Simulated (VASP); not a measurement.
Here is a VASP 6.6.1 calculation.

File POSCAR:

```
BN
1.0
    2.5369300260      0.0000000000      0.0000000000
   -1.2684650130      2.1970458501      0.0000000000
    0.0000000000      0.0000000000      4.1959171737
B N
2 2
Direct
    0.6666666667      0.3333333333      0.0002721794
    0.3333333333      0.6666666667      0.5002721794
    0.6666666667      0.3333333333      0.3747278206
    0.3333333333      0.6666666667      0.8747278206
```

INCAR.step1

```
PREC = Accurate
ENCUT = 520
EDIFF = 1E-5
ISMEAR = 0
SIGMA = 0.05
LREAL = F
LASPH = T
NELM = 100
ALGO = Normal
ISIF = 2
LWAVE = T
LCHARG = F
GGA = PE
NBANDS = 16
```

INCAR.step2

```
PREC = Accurate
ENCUT = 520
EDIFF = 1E-6
ISMEAR = 0
SIGMA = 0.05
LREAL = F
LASPH = T
NELM = 100
ALGO = Normal
ISIF = 2
LWAVE = F
LCHARG = F
GGA = PE
LHFCALC = T
HFSCREEN = 0.2079
PRECFOCK = Normal
ISTART = 1
NBANDS = 16
```

File KPOINTS:

```
regular mesh
0
Gamma
  6 6 4
```

Potentials or basis: VASP PAW PBE potentials, release 64 (B, N).

Run with:

```bash
$ cat potpaw_PBE.64/B/POTCAR potpaw_PBE.64/N/POTCAR > POTCAR
$ cp INCAR.step1 INCAR
$ mpirun -np 1 vasp_std > vasp.out
$ cp INCAR.step2 INCAR
$ mpirun -np 1 vasp_std > vasp.out
```

(1) Estimate the band gap on the k mesh.

(2) Predict the largest force.

Answers

(1) 6.49 eV (least direct gap 10.00 eV).

(2) 0.021 eV/Å.

Caveat: the k points lie up to 0.48 Å⁻¹ apart; the PAW data sets were made with another functional, which shifts forces and pressure a little.
